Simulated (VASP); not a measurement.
Wanted: the native input for a VASP 6.6.1 run.

```yaml
Task: single point
Functional: LDA
Potentials_or_basis: VASP PAW LDA potentials, release 64 (La, Bi_d)
Cutoff: 520 eV
k_mesh: 7 × 7 × 7
Occupations: gaussian, width 0.02 eV
Spin: no spin polarisation
Dipole_correction: no
Further_INCAR_settings: ALGO = Normal; EDIFF = 1e-07; NBANDS = 20
```

The structure of LaBi lies in POSCAR:

```
LaBi
1.0
    0.0000000000      3.2381364536      3.2381364536
    3.2381364536      0.0000000000      3.2381364536
    3.2381364536      3.2381364536      0.0000000000
La Bi
1 1
Direct
    0.0000000000      0.0000000000      0.0000000000
    0.5000000000      0.5000000000      0.5000000000
```

These files were run (other wordings do the same):

INCAR

```
SYSTEM = LaBi
ALGO     = Normal         ! electronic algorithm
EDIFF    = 1E-7           ! SCF threshold, eV
ENCUT    = 520            ! plane-wave cutoff, eV
ISIF     = 2              ! what is computed and relaxed
ISMEAR   = 0              ! smearing method
LASPH    = .True.         ! aspherical terms in the spheres
LCHARG   = .False.        ! write CHGCAR
LREAL    = .False.        ! projectors in reciprocal space
LWAVE    = .False.        ! write WAVECAR
NBANDS   = 20             ! bands
NELM     = 60             ! most SCF steps
PREC     = Accurate       ! precision mode
SIGMA    = 0.02           ! smearing width, eV
```

KPOINTS

```
k-points
0
Gamma
  7 7 7
  0 0 0
```

Potentials or basis: VASP PAW LDA potentials, release 64 (La, Bi_d).

Run with:

```sh
$ cat potpaw_LDA.64/La/POTCAR potpaw_LDA.64/Bi_d/POTCAR > POTCAR
$ mpirun -np 1 vasp_std > vasp.out
```

Results of the run:

| Item | Value |
| --- | --- |
| Pressure | 0.7 GPa |
| Band gap on the k mesh | zero (band 13 reaches 7.38 eV, above the bottom of band 14 at 6.86 eV) |

Caveat: spin-orbit coupling is left out, which moves the levels of the heavy elements.

Run time: 12 s on 1 thread of Intel(R) Xeon(R) 6975P-C (Granite Rapids), with other jobs on the host, peak memory 0.19 GiB.
